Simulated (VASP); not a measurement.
# MgZnO4 (Cmmm) in VASP: single point with PBE

Aim: the single point of MgZnO4 with PBE.

Everything below comes from runs of VASP 6.6.1. Logs are shortened: lines on timing, memory, paths and dates and some standing lists are left out, and cuts for length are marked.

**1. The cell of the first run**

It takes space group Cmmm (No. 65, orthorhombic). The conventional cell has a = 6.304 Å, b = 6.602 Å, c = 2.804 Å, α = 90.00°, β = 90.00°, γ = 90.00°. Mg (site symmetry mmm) has 6 O at 1.88 Å within 2.5 Å. Within 2.5 Å of Zn (site symmetry mmm) lie 6 O at 1.90 to 2.00 Å. O (site symmetry 2mm) has 2 Mg at 1.88 Å and 1 Zn at 1.90 Å within 2.5 Å. O (site symmetry m2m) has 1 Mg at 1.88 Å and 2 Zn at 2.00 Å within 2.5 Å.

**2. Single point, PBE**

INCAR

```
PREC = Accurate
ENCUT = 520
EDIFF = 1E-7
ISMEAR = 0
SIGMA = 0.1
LREAL = F
LASPH = T
NELM = 60
ALGO = Normal
ISIF = 2
LWAVE = F
LCHARG = T
GGA = PE
LELF = T
LVHAR = T
NBANDS = 28
```

KPOINTS

```
Automatic mesh
0
Gamma
  4 4 6
```

POSCAR

```
MgZnO4
1.0
    3.1518682100     -3.3009197800      0.0000000000
    3.1518682100      3.3009197800      0.0000000000
    0.0000000000      0.0000000000      2.8044867600
Mg Zn O
1 1 4
Direct
    0.5000000000      0.5000000000      0.0000000000
    0.0000000000      0.0000000000      0.5000000000
    0.3017036600      0.3017036600      0.5000000000
    0.6982963400      0.6982963400      0.5000000000
    0.7847073800      0.2152926200      0.0000000000
    0.2152926200      0.7847073800      0.0000000000
```

Potentials or basis: VASP PAW PBE potentials, release 64 (Mg, Zn, O).

Launch:

```
$ cat potpaw_PBE.64/Mg/POTCAR potpaw_PBE.64/Zn/POTCAR potpaw_PBE.64/O/POTCAR > POTCAR
$ mpirun -np 1 vasp_std > vasp.out
```

OUTCAR:

```text
PREC = Accurate
   ENCUT = 520
   EDIFF = 1E-7
   ISMEAR = 0
   LREAL = F
   LASPH = T
   NELM = 60
   ISIF = 2
   GGA = PE

 ion  position               nearest neighbor table
   1  0.500  0.500  0.000-   3 1.88   4 1.88   3 1.88   4 1.88   5 1.88   6 1.88
   2  0.000  0.000  0.500-   3 1.90   4 1.90   5 2.00   6 2.00   5 2.00   6 2.00
   3  0.302  0.302  0.500-   1 1.88   1 1.88   2 1.90
   4  0.698  0.698  0.500-   1 1.88   1 1.88   2 1.90
   5  0.785  0.215  0.000-   1 1.88   2 2.00   2 2.00
   6  0.215  0.785  0.000-   1 1.88   2 2.00   2 2.00

  LATTYP: Found a base centered orthorhombic cell.
 ALAT       =     6.3037364200
 B/A-ratio  =     1.0472899119
 C/A-ratio  =     0.4448927704

  Lattice vectors:

 A1 = (   3.1518682100,  -3.3009197800,   0.0000000000)
 A2 = (   3.1518682100,   3.3009197800,   0.0000000000)
 A3 = (   0.0000000000,   0.0000000000,   2.8044867600)

Analysis of symmetry for initial positions (statically):
=====================================================================
 Subroutine PRICEL returns:
 Original cell was already a primitive cell.

 Routine SETGRP: Setting up the symmetry group for a
 base centered orthorhombic supercell.

 Subroutine GETGRP returns: Found  8 space group operations
 (whereof  8 operations were pure point group operations)
 out of a pool of  8 trial point group operations.

The static configuration has the point symmetry D_2h.

Analysis of symmetry for dynamics (positions and initial velocities):
=====================================================================
 Subroutine PRICEL returns:
 Original cell was already a primitive cell.

 Routine SETGRP: Setting up the symmetry group for a
 base centered orthorhombic supercell.

 Subroutine GETGRP returns: Found  8 space group operations
 (whereof  8 operations were pure point group operations)
 out of a pool of  8 trial point group operations.

The dynamic configuration has the point symmetry D_2h.

 Subroutine INISYM returns: Found  8 space group operations
 (whereof  8 operations are pure point group operations),
 and found     1 'primitive' translations

----------------------------------------------------------------------------------------

                                     Primitive cell

  volume of cell :      58.3561

  direct lattice vectors                    reciprocal lattice vectors
     3.151868210 -3.300919780  0.000000000     0.158636074 -0.151472933  0.000000000
     3.151868210  3.300919780  0.000000000     0.158636074  0.151472933  0.000000000
     0.000000000  0.000000000  2.804486760     0.000000000  0.000000000  0.356571482

  length of vectors
     4.564027236  4.564027236  2.804486760     0.219338673  0.219338673  0.356571482

  position of ions in fractional coordinates (direct lattice)
     0.500000000  0.500000000  0.000000000
     0.000000000  0.000000000  0.500000000
     0.301703660  0.301703660  0.500000000
     0.698296340  0.698296340  0.500000000
     0.784707380  0.215292620  0.000000000
     0.215292620  0.784707380  0.000000000

  ion indices of the primitive-cell ions
   primitive index   ion index
                 1           1
                 2           2
                 3           3
                 4           4
                 5           5
                 6           6

----------------------------------------------------------------------------------------

 KPOINTS: Automatic mesh

Automatic generation of k-mesh.
 Grid dimensions read from file:
 generate k-points for:    4    4    6

 Generating k-lattice:

  Cartesian coordinates                     Fractional coordinates (reciprocal lattice)
     0.039659019 -0.037868233  0.000000000     0.250000000 -0.000000000  0.000000000
     0.039659019  0.037868233  0.000000000    -0.000000000  0.250000000  0.000000000
     0.000000000  0.000000000  0.059428580     0.000000000  0.000000000  0.166666667

  Length of vectors
     0.054834668  0.054834668  0.059428580

  Shift w.r.t. Gamma in fractional coordinates (k-lattice)
     0.000000000  0.000000000  0.000000000

 Subroutine IBZKPT returns following result:
 ===========================================

 Found     28 irreducible k-points:

 Following reciprocal coordinates:
            Coordinates               Weight
  0.000000  0.000000  0.000000      1.000000
  0.250000  0.000000  0.000000      4.000000
  0.500000  0.000000  0.000000      2.000000
  0.250000  0.250000  0.000000      2.000000
  0.500000  0.250000  0.000000      4.000000
 -0.250000  0.250000  0.000000      2.000000
[... 16 lines left out ...]
  0.250000  0.000000  0.500000      4.000000
  0.500000  0.000000  0.500000      2.000000
 [... further k-points ...]
   k-points           NKPTS =     28   k-points in BZ     NKDIM =     28   number of bands    NBANDS=     28
   number of dos      NEDOS =    301   number of ions     NIONS =      6
   total plane-waves  NPLWV =  31104
   dimension x,y,z NGX =    36 NGY =   36 NGZ =   24
   dimension x,y,z NGXF=    72 NGYF=   72 NGZF=   48
   ions per type =               1   1   4
   NGX,Y,Z   is equivalent  to a cutoff of  13.11, 13.11, 14.23 a.u.
   NGXF,Y,Z  is equivalent  to a cutoff of  26.23, 26.23, 28.45 a.u.
 SYSTEM =  unknown system
   PREC   = accura    normal or accurate (medium, high low for compatibility)
   ISTART =      0    job   : 0-new  1-cont  2-samecut
   ICHARG =      2    charge: 1-file 2-atom 10-const
   ISPIN  =      1    spin polarized calculation?
   LNONCOLLINEAR =      F non collinear calculations
   LSORBIT =      F    spin-orbit coupling
   LASPH  =      T    aspherical Exc in radial PAW
   ENCUT  =  520.0 eV  38.22 Ry    6.18 a.u.   8.49  8.49  5.21*2*pi/ulx,y,z
   NELM   =     60;   NELMIN=  2; NELMDL= -5     # of ELM steps
   EDIFF  = 0.1E-06   stopping-criterion for ELM
   LREAL  =      F    real-space projection
   EDIFFG = 0.1E-05   stopping-criterion for IOM
   NSW    =      0    number of steps for IOM
   IBRION =     -1    ionic relax: 0-MD 1-quasi-New 2-CG
   NFREE  =      0    steps in history (QN), initial steepest desc. (CG)
   ISIF   =      2    stress and relaxation
   ISYM   =      2    0-nonsym 1-usesym 2-fastsym
   POTIM  = 0.5000    time-step for ionic-motion
   TEBEG  =    0.0;   TEEND  =   0.0 temperature during run
   PSTRESS=    0.0 pullay stress
   NELECT =      38.0000    total number of electrons
   NUPDOWN=      -1.0000    fix difference up-down
   EMIN   =  10.00;   EMAX   =-10.00  energy-range for DOS
   EFERMI =   0.00;   METHOD = LEGACY
   ISMEAR =     0;   SIGMA  =   0.10  broadening in eV -4-tet -1-fermi 0-gaus
   EFERMI_NEDOS =   21; number of points for ismear=-14 and -15
   IALGO  =     38    algorithm
   IMIX   =      4    mixing-type and parameters
     AMIX     =   0.40;   BMIX     =  1.00
     AMIX_MAG =   1.60;   BMIX_MAG =  1.00
  volume/ion in A,a.u.               =       9.73        65.63
  Fermi-wavevector in a.u.,A,eV,Ry     =   1.418972  2.681469 27.395088  2.013482
  Thomas-Fermi vector in A             =   2.540042
   LORBIT       =      0    0 simple, 1 ext, 2 COOP (PROOUT), +10 PAW based schemes
   GGA     = PE    functional components
   LHFCALC =     F    Hartree Fock is set to
   AEXX    =    0.0000 exact exchange contribution
   IVDW    =     0    specifies the selected vdW correction
   LEPSILON=     F    determine dielectric tensor
   LRPA    =     F    only Hartree local field effects (RPA)
 non-spin polarized calculation
 Gauss-broadening in eV      SIGMA  =   0.10
  energy-cutoff  :      520.00
  volume of cell :       58.36
 maximum number of plane-waves:      1610
 NGX is ok and might be reduce to    36
   NGX = 17   NGY = 17   NGZ = 11

 number of electron      38.0000013 magnetization

 Free energy of the ion-electron system (eV)
  ---------------------------------------------------
  ext. energy  EPLUGINS =         0.00000000
  ---------------------------------------------------
  free energy    TOTEN  =       -24.74058967 eV

  energy without entropy =      -24.69474512  energy(sigma->0) =      -24.71766740

 E-fermi :   0.9423     XC(G=0): -11.1214

 val. band max:        0.9397861778   @ k =   0.5000   0.2500   0.3333
 cond. band min:       0.9437073631   @ k =   0.2500   0.0000   0.5000
 fundamental gap:      0.0039211853
 Fermi energy:         0.9423051474

 k-point     1 :       0.0000    0.0000    0.0000
  band No.  band energies     occupation
      1     -17.2783      2.00000
      2     -15.5851      2.00000
      3     -15.3921      2.00000
      4     -15.1437      2.00000
      5      -5.6905      2.00000
      6      -5.3403      2.00000
[... 20 lines left out ...]
     27      16.6262      0.00000
     28      18.5576      0.00000

 k-point     2 :       0.2500    0.0000    0.0000
  band No.  band energies     occupation
      1     -17.0722      2.00000
      2     -15.8685      2.00000
      3     -15.4091      2.00000
      4     -15.1416      2.00000
      5      -5.4672      2.00000
      6      -5.2791      2.00000
[... 20 lines left out ...]
     27      16.5801      0.00000
     28      18.1843      0.00000

 k-point     3 :       0.5000    0.0000    0.0000
  band No.  band energies     occupation
      1     -16.5286      2.00000
      2     -16.5186      2.00000
      3     -15.2702      2.00000
      4     -15.2622      2.00000
      5      -5.5055      2.00000
      6      -5.0567      2.00000
[... 20 lines left out ...]
     27      16.4003      0.00000
     28      18.2033      0.00000

 k-point     4 :       0.2500    0.2500    0.0000
  band No.  band energies     occupation
      1     -16.8655      2.00000
      2     -15.8543      2.00000
      3     -15.6871      2.00000
      4     -15.1776      2.00000
      5      -5.5122      2.00000
      6      -5.0556      2.00000
[... 578 lines left out ...]
     27      16.8350      0.00000
     28      17.1183      0.00000

 k-point    23 :       0.2500    0.0000    0.5000
  band No.  band energies     occupation
      1     -15.6590      2.00000
      2     -15.5845      2.00000
      3     -15.3546      2.00000
      4     -15.1648      2.00000
      5      -5.4782      2.00000
      6      -5.1450      2.00000
[... 20 lines left out ...]
     27      16.7022      0.00000
     28      16.9248      0.00000

 k-point    24 :       0.5000    0.0000    0.5000
  band No.  band energies     occupation
      1     -15.5173      2.00000
      2     -15.4815      2.00000
      3     -15.4494      2.00000
      4     -15.3117      2.00000
      5      -5.3415      2.00000
      6      -5.2539      2.00000
[... 20 lines left out ...]
     27      16.5861      0.00000
     28      16.9510      0.00000

 [... further k-points ...]

------------------------ aborting loop because EDIFF is reached ----------------------------------------

  FORCE on cell =-STRESS in cart. coord.  units (eV):
  Direction    XX          YY          ZZ          XY          YZ          ZX
  --------------------------------------------------------------------------------------
  -------------------------------------------------------------------------------------
  Total        6.6344991      5.7262153     12.6249081     -0.0000000      0.0000000      0.0000000
  in kB      182.1513157    157.2142278    346.6190264     -0.0000000      0.0000000      0.0000000
  external PRESSURE =     228.6615233 kB  Pullay stress =       0.0000000 kB

 VOLUME and BASIS-vectors are now :
 -----------------------------------------------------------------------------
  energy-cutoff  :      520.00
  volume of cell :       58.36
      direct lattice vectors                 reciprocal lattice vectors
     3.151868210 -3.300919780  0.000000000     0.158636074 -0.151472933  0.000000000
     3.151868210  3.300919780  0.000000000     0.158636074  0.151472933  0.000000000
     0.000000000  0.000000000  2.804486760     0.000000000  0.000000000  0.356571482

 POSITION                                       TOTAL-FORCE (eV/Angst)
 -----------------------------------------------------------------------------------
      3.15187      0.00000      0.00000         0.000000     -0.000000     -0.000000
      0.00000      0.00000      1.40224        -0.000000      0.000000     -0.000000
      1.90186      0.00000      1.40224        -1.427508      0.000000     -0.000000
      4.40188      0.00000      1.40224         1.427508      0.000000     -0.000000
      3.15187     -1.87959      0.00000         0.000000     -1.630961     -0.000000
      3.15187      1.87959      0.00000         0.000000      1.630961      0.000000
 -----------------------------------------------------------------------------------
    total drift:                               -0.000000      0.000000      0.000000

  FREE ENERGIE OF THE ION-ELECTRON SYSTEM (eV)
  ---------------------------------------------------
  free  energy   TOTEN  =       -24.7405896695 eV

  energy  without entropy=      -24.6947451216  energy(sigma->0) =      -24.71766740
```

Run time: 35 s. Hardware: 1 thread of AMD EPYC 9R45 (Zen 5), shared host; peak memory 0.17 GiB.

Results:

| Quantity | Value |
| --- | --- |
| Free energy | -24.7406 eV |
| Pressure | 22.9 GPa |
| Largest force | 1.631 eV/Å |
| Band gap on the k mesh | zero (band 19 reaches 1.40 eV, above the bottom of band 20 at 0.49 eV) |

Forces in eV/Å, atoms in the order of the input:
```
Mg   0.000  0.000  0.000
Zn   0.000  0.000  0.000
O   -1.428  0.000  0.000
O    1.428  0.000  0.000
O    0.000 -1.631  0.000
O    0.000  1.631  0.000
```

Levels at points of the mesh, in eV from the Fermi level:
```csv
k point,band 15,band 16,band 17,band 18,band 19,band 20,band 21,band 22,band 23,band 24
"(0.00, 0.00, 0.00)",-0.29,-0.18,0.20,0.21,0.23,0.34,0.74,7.48,11.70,12.25
"(0.50, 0.00, 0.00)",-1.16,-0.54,-0.53,-0.23,0.21,0.56,0.73,9.00,10.95,13.03
"(0.50, 0.50, 0.00)",-0.98,-0.88,-0.86,-0.49,-0.34,-0.16,0.26,9.21,11.85,12.79
"(0.00, 0.00, 0.50)",-1.70,-1.34,-1.24,-0.89,-0.86,-0.45,-0.25,10.86,11.76,14.79
"(0.50, 0.00, 0.50)",-2.16,-1.05,-0.67,-0.44,-0.33,-0.02,0.58,10.75,11.59,13.51
"(0.50, 0.50, 0.50)",-1.10,-0.36,-0.31,-0.23,-0.06,0.00,0.09,9.79,11.15,12.73
```

Caveat: the k points lie up to 0.37 Å⁻¹ apart; forces of over 1 eV/Å act on the atoms, so gaps and moduli don't describe the material at rest.
